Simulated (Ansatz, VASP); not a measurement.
## Two plane-wave programs on InIrC4N4

```
In Ir C N
1.0
     0.00000    0.00000    3.28535
     7.45075    0.00000    0.00000
     0.00000    7.45075    0.00000
In Ir C N
1 1 4 4
Direct
  0.00000 0.50000 0.50000
  0.00000 0.00000 0.00000
  0.00000 0.18737 0.81263
  0.00000 0.81263 0.18737
  0.00000 0.18737 0.18737
  0.00000 0.81263 0.81263
  0.00000 0.29872 0.70128
  0.00000 0.70128 0.29872
  0.00000 0.29872 0.29872
  0.00000 0.70128 0.70128
```

Alike in both runs: task single point; functional PBE; k mesh 6 × 4 × 4; occupations gaussian, width 0.2 eV; no spin polarisation.

|  | VASP | Ansatz |
| --- | --- | --- |
| version | VASP 6.6.1 | Ansatz 0.2.0 |
| potentials or method | VASP PAW PBE potentials, release 64 (In_d, Ir_sv_GW, C, N), cutoff 600 eV | scalar-relativistic, plane waves, PAW |
| valence electrons in the cell | 66 | 66 |

Ansatz gave:

```
gap on the k mesh at the Fermi level (eV)                     : none
pressure (GPa)                                                : 0.0
traceless stress, the component that is largest in VASP (GPa) : 0.34
rms of the force components (eV/Å)                            : 0.057
```

What did VASP give for the same quantities?

gap on the k mesh at the Fermi level (eV): none; pressure (GPa): 0.2; traceless stress, the component that is largest in VASP (GPa): -0.06; rms of the force components (eV/Å): 0.228.

Atom by atom the forces differ by 0.171 eV/Å (rms over components). A gap of «none» marks a metal or a gap that the smearing closes. One of these differences is far larger than is usual between the two programs; its cause wasn't traced.

Neither program's run includes spin-orbit coupling. Noted on VASP's run: the standard files for N, O and F lose accuracy on very short bonds.
